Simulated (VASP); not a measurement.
Set up this calculation in VASP 6.6.1, as the native input.

| Property | Result |
| --- | --- |
| Task | single point |
| Functional | LDA |
| Potentials or basis | VASP PAW LDA potentials, release 64 (Zr_sv, S) |
| Cutoff | 500 eV |
| k mesh | 5 × 5 × 3 |
| Occupations | gaussian, width 0.01 eV |
| Spin | no spin polarisation |
| Dipole correction | no |
| Further INCAR settings | ALGO = Normal; EDIFF = 1e-06; NBANDS = 19 |

The structure of ZrS2 lies in POSCAR:

```
ZrS2
1.0
    3.6066162442      0.0000000000      0.0000000000
   -1.8033081221      3.1234212891      0.0000000000
    0.0000000000      0.0000000000      5.6458593035
Zr S
1 2
Direct
    0.0000000000      0.0000000000      0.0000000000
    0.6666666667      0.3333333333      0.7442310221
    0.3333333333      0.6666666667      0.2557689779
```

One way to write it, as run:

INCAR

```
SYSTEM = ZrS2
PREC     = Accurate       ! precision mode
ENCUT    = 500            ! plane-wave cutoff, eV
EDIFF    = 1E-6           ! SCF threshold, eV
ISMEAR   = 0              ! smearing method
SIGMA    = 0.01           ! smearing width, eV
LREAL    = .FALSE.        ! projectors in reciprocal space
LASPH    = .TRUE.         ! aspherical terms in the spheres
NELM     = 120            ! most SCF steps
ALGO     = Normal         ! electronic algorithm
ISIF     = 2              ! what is computed and relaxed
LWAVE    = .FALSE.        ! write WAVECAR
LCHARG   = .TRUE.         ! write CHGCAR
GGA      = CA             ! functional
LELF     = .TRUE.         ! ELF
LVHAR    = .TRUE.       
NBANDS   = 19             ! bands
GGA_COMPAT= .FALSE.
```

KPOINTS

```
regular mesh
0
G
  5 5 3
  0 0 0
```

Potentials or basis: VASP PAW LDA potentials, release 64 (Zr_sv, S).

The run is started by

```console
$ cat potpaw_LDA.64/Zr_sv/POTCAR potpaw_LDA.64/S/POTCAR > POTCAR
$ mpirun -np 1 vasp_std > vasp.out
```

It gave:

* Pressure: 0.1 GPa
* Largest force: 0.021 eV/Å
* Band gap on the k mesh: 0.59 eV, indirect (least direct gap 1.26 eV)

Wall time 15 s on 1 thread of Intel Xeon 6975P-C, with other jobs on the host, peak memory 0.15 GiB.
